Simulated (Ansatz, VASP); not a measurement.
# Two plane-wave programs on Cu

```
Cu
1.0
     2.55619    0.00000    0.00000
     0.00000    2.55619    0.00000
     0.00000    0.00000   32.07500
Cu
11
Cartesian
  0.0000 0.0000 6.9393
  1.2781 1.2781 8.7098
  0.0000 0.0000 10.5471
  1.2781 1.2781 12.3798
  0.0000 0.0000 14.2098
  1.2781 1.2781 16.0375
  0.0000 0.0000 17.8652
  1.2781 1.2781 19.6952
  0.0000 0.0000 21.5279
  1.2781 1.2781 23.3652
  0.0000 0.0000 25.1357
```

Alike in both runs: functional PBE; k mesh 15 × 15 × 1; occupations gaussian, width 0.1 eV; no spin polarisation.

Ansatz relaxed the structure, and its values are those at the end. VASP's run is a single point on that final structure, the one shown.

|  | VASP | Ansatz |
| --- | --- | --- |
| version | VASP 6.6.1 | Ansatz 0.2.0 |
| potentials or method | VASP PAW PBE potentials, release 64 (Cu) | scalar-relativistic, plane waves, PAW |
| plane-wave cutoff (eV) | 520 | 420 |
| valence electrons in the cell | 121 | 209 |

Ansatz gave:

| Quantity | Value |
| --- | --- |
| gap on the k mesh at the Fermi level (eV) | none |
| rms of the force components (eV/Å) | 0.001 |

Q: Which values does VASP return?

A: gap on the k mesh at the Fermi level (eV): none; rms of the force components (eV/Å): 0.007.

A gap of «none» marks a metal or a gap that the smearing closes. VASP's potentials hold 121 valence electrons a cell and Ansatz's 209, so a difference there can come from the potentials and not from the codes. Ansatz's warnings: xc potential rough in thin density.
